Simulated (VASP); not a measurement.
Write the native input for VASP 6.6.1 that does the following.

```yaml
Task: single point
Functional: PBE
Potentials_or_basis: VASP PAW PBE potentials, release 64 (B, As)
Cutoff: 500 eV
k_mesh: 3 × 3 × 3
Occupations: gaussian, width 0.01 eV
Spin: no spin polarisation
Dipole_correction: no
Further_INCAR_settings: ALGO = Normal; EDIFF = 1e-06; NBANDS = 11
```

The structure of BAs lies in POSCAR:

```
BAs
1.0
    0.0000000000      2.3216190800      2.3216190800
    2.3216190800      0.0000000000      2.3216190800
    2.3216190800      2.3216190800      0.0000000000
B As
1 1
Direct
    0.0000000000      0.0000000000      0.0000000000
    0.2500000000      0.2500000000      0.2500000000
```

These files were run (other wordings do the same):

INCAR

```
SYSTEM = BAs
  ALGO = Normal
  EDIFF = 1E-6
  ENCUT = 500
  GGA = PE
  GGA_COMPAT = .FALSE.
  ISIF = 2
  ISMEAR = 0
  LASPH = .TRUE.
  LCHARG = .FALSE.
  LREAL = .FALSE.
  LWAVE = .FALSE.
  NBANDS = 11
  NELM = 120
  PREC = Accurate
  SIGMA = 0.01
```

KPOINTS

```
k-points
0
G
  3 3 3
  0 0 0
```

Potentials or basis: VASP PAW PBE potentials, release 64 (B, As).

Launch:

```console
$ cat potpaw_PBE.64/B/POTCAR potpaw_PBE.64/As/POTCAR > POTCAR
$ mpirun -np 1 vasp_std > vasp.out
```

Results of the run:

| Property | Result |
| --- | --- |
| Pressure | 21.1 GPa |
| Band gap on the k mesh | 1.16 eV, indirect (least direct gap 3.34 eV) |

Caveat: the k points lie up to 0.78 Å⁻¹ apart.

Wall time 7.3 s on 1 thread of Intel Xeon 8259CL (shared host), peak memory 0.13 GiB.
